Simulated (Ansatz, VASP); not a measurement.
One calculation of TaN, two programs

```
Ta N
1.0
    -0.08842    2.16342    2.16342
     2.16342   -0.08842    2.16342
     2.16342    2.16342   -0.08842
Ta N
1 1
Direct
  0.50000 0.50000 0.50000
  0.00000 0.00000 0.00000
```

Alike in both runs: task single point; functional PBEsol; k mesh 20 × 20 × 20; occupations gaussian, width 0.15 eV; no spin polarisation.

```csv
,VASP,Ansatz
version,VASP 6.6.1,Ansatz 0.2.0
potentials or method,"VASP PAW PBE potentials, release 64 (Ta_pv, N), cutoff 520 eV","scalar-relativistic, plane waves, PAW"
valence electrons in the cell,16,18
```

```tsv
	VASP	Ansatz	Ansatz less VASP
gap on the k mesh at the Fermi level (eV)	none	none	-
pressure (GPa)	-7.6	-8.7	-1.12
traceless stress, the component that is largest in VASP (GPa)	2.93	2.96	+0.033
```

VASP's potentials were made for PBE, not for PBEsol, and Ansatz warns of the same on its side. A gap of «none» marks a metal or a gap that the smearing closes. VASP's potentials hold 16 valence electrons a cell and Ansatz's 18, so a difference there can come from the potentials and not from the codes.

Neither program's run includes spin-orbit coupling.
